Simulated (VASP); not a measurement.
## NbP: single point with PBE

Crystal: NbP.

```
Nb P
1.0
    -1.67492    1.67492    5.74011
     1.67492   -1.67492    5.74011
     1.67492    1.67492   -5.74011
Nb P
2 2
Cartesian
  1.6749 0.0000 2.8687
  0.0000 0.0000 5.7387
  0.0000 1.6749 3.8200
  0.0000 0.0000 0.9500
```

```json
{
  "Program": "VASP 6.6.1",
  "Task": "single point",
  "Functional": "PBE",
  "Potentials or basis": "VASP PAW PBE potentials, release 64 (Nb_sv, P)",
  "Cutoff": "520 eV",
  "k mesh": "11 × 11 × 11",
  "Occupations": "gaussian, width 0.021 eV",
  "Spin": "no spin polarisation",
  "Dipole correction": "no",
  "Further INCAR settings": "ALGO = Normal; EDIFF = 1e-07; NBANDS = 26"
}
```

| Quantity | Value |
| --- | --- |
| Pressure | -1.5 GPa |
| Largest force | 0.018 eV/Å |
| Band gap on the k mesh | zero (filled and empty bands touch) |

Forces on the atoms (eV/Å):
```
Nb   0.000  0.000  0.018
Nb   0.000  0.000  0.018
P    0.000  0.000 -0.018
P    0.000  0.000 -0.018
```

Stress tensor (GPa, compression positive):
```
-1.32  0.00  0.00
 0.00 -1.32  0.00
 0.00  0.00 -1.74
```

Levels at points of the mesh, in eV from the Fermi level:
```csv
k point,band 14,band 15,band 16,band 17,band 18,band 19,band 20,band 21,band 22,band 23
"(0.00, 0.00, 0.00)",-2.22,-2.12,-1.70,-1.35,-1.35,0.84,1.60,2.65,3.14,3.14
```

Run time: 4.9 min on 1 thread of Intel(R) Xeon(R) 6975P-C (Granite Rapids), with other jobs on the host, peak memory 0.43 GiB.
